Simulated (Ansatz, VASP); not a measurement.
**Ta in VASP and in Ansatz**

INCAR

```
SYSTEM = Ta
PREC = Accurate ; ENCUT = 520
EDIFF = 1E-7 ; ISMEAR = -1
SIGMA = 0.1 ; LREAL = .FALSE.
LASPH = .TRUE. ; NELM = 60
ALGO = Normal ; ISIF = 2
LWAVE = .FALSE. ; LCHARG = .FALSE.
GGA = RP ; NBANDS = 18
```

File KPOINTS:

```
regular mesh
0
G
  14 14 14
  0 0 0
```

The input POSCAR:

```
Ta
1.0
   -3.5380720245      3.5379564970      1.4547618579
    3.5379564970     -3.5380720245      1.4547618579
    1.8477654046      1.8477654046     -1.4549734467
Ta
2
Direct
    0.9999356378      0.0000643622      1.0000000000
    0.7500643622      0.2499356378      0.5000000000
```

Input for Ansatz:

```yaml
crystal:
  lattice:
    - [-3.5380720245, 3.537956497, 1.4547618579]
    - [3.537956497, -3.5380720245, 1.4547618579]
    - [1.8477654046, 1.8477654046, -1.4549734467]
  atoms:
    - { symbol: Ta, position: [0.9999356378, 6.43622e-05, 1.0] }
    - { symbol: Ta, position: [0.7500643622, 0.2499356378, 0.5] }
hamiltonian:
  xc: rpbe
  pseudopotentials:
    kind: paw
    azcp:
      Ta: "pseudopotentials/Ta.paw.azcp"
basis:
  ecutwfc: 420
  fft_grid_basis: typed
kpoints:
  mp_grid: { grid: [14, 14, 14], shift: [0, 0, 0] }
magnetization:
  spin_polarized: false
scf:
  occupations: { method: fermi_dirac, width: 0.1 }
  lower_state_search: "off"
output:
  stress: true
  write_density: true
  write_potential: true
  elf: true
  volumetric_format: npy
```

Alike in both runs: task single point; functional RPBE; k mesh 14 × 14 × 14; occupations fermi-dirac, width 0.1 eV; no spin polarisation.

|  | VASP | Ansatz |
| --- | --- | --- |
| version | VASP 6.6.1 | Ansatz 0.2.0 |
| potentials or method | VASP PAW PBE potentials, release 64 (Ta_pv), cutoff 520 eV | plane waves (420 eV) with PAW, scalar-relativistic |
| valence electrons in the cell | 22 | 26 |

|  | VASP | Ansatz | Ansatz less VASP |
| --- | --- | --- | --- |
| pressure (GPa) | -0.1 | -0.1 | 0.00 |
| traceless stress, the component that is largest in VASP (GPa) | -0.14 | -0.13 | +0.013 |

VASP's potentials were made for PBE, not for RPBE. VASP's potentials hold 22 valence electrons a cell and Ansatz's 26, so a difference there can come from the potentials and not from the codes.

Spin-orbit coupling is off throughout.
